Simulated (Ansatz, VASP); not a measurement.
**Cd in VASP and in Ansatz**

```
Cd
1.0
     2.97887    0.00000    0.00000
    -1.48944    2.57978    0.00000
     0.00000    0.00000    5.61765
Cd
2
Direct
  0.33333 0.66667 0.25000
  0.66667 0.33333 0.75000
```

Alike in both runs: task relaxation of cell and atoms; functional PBE; dispersion D3(BJ); k mesh 7 × 7 × 3; occupations fermi-dirac, width 0.3 eV; no spin polarisation.

|  | VASP | Ansatz |
| --- | --- | --- |
| version | VASP 6.6.1 | Ansatz 0.2.0 |
| potentials or method | VASP PAW PBE potentials, release 64 (Cd), cutoff 500 eV | plane waves, PAW |
| valence electrons in the cell | 24 | 40 |

|  | VASP | Ansatz | Ansatz less VASP |
| --- | --- | --- | --- |
| relaxed volume (Å³/atom) | 21.54 | 21.41 | -0.128 |
| relaxed cell length with the largest relative difference (Å) | 3.004 | 2.998 | -0.0060 |

VASP's potentials hold 24 valence electrons a cell and Ansatz's 40, so a difference there can come from the potentials and not from the codes. Ansatz's warnings: force scf threshold loose, stress scf threshold loose.

The k mesh is coarse, so the values compare programs but aren't converged.
